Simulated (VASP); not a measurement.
CdS, 2 atoms in the cell. Symmetry: Imm2, No. 44, orthorhombic system. Conventional cell: a = 4.115 Å, b = 4.115 Å, c = 5.820 Å, α = 90.00°, β = 90.00°, γ = 90.00°. Within 3.3 Å of Cd (site symmetry mm2) lie 4 S at 2.48 to 2.56 Å. Within 3.3 Å of S (site symmetry mm2) lie 4 Cd at 2.48 to 2.56 Å.  This cell differs from its parent crystal: all Cd atoms moved +0.075 Å, as atom 1 along Cartesian [0 1 0].

* Program: VASP 6.6.1
* Task: single point
* Functional: PBE
* Potentials or basis: VASP PAW PBE potentials, release 64 (Cd, S)
* Cutoff: 520 eV
* k mesh: 8 × 8 × 8
* Occupations: gaussian, width 0.05 eV
* Spin: no spin polarisation
* Dipole correction: no
* Further INCAR settings: ALGO = Normal; EDIFF = 1e-06; NBANDS = 16

Potentials or basis: VASP PAW PBE potentials, release 64 (Cd, S).

The run is started by

```bash
$ cat potpaw_PBE.64/Cd/POTCAR potpaw_PBE.64/S/POTCAR > POTCAR
$ mpirun -np 1 vasp_std > vasp.out
```

Hardware: 1 thread of AMD EPYC 9R45 96-Core Processor (Zen 5), on a shared host.

Problem. How long does it take, and how much memory?

Solution. Wall time 43 s on 1 thread of AMD EPYC 9R45 96-Core Processor (Zen 5), with other jobs on the host, peak memory 0.19 GiB. Counts: scf iterations 14, k points 95.
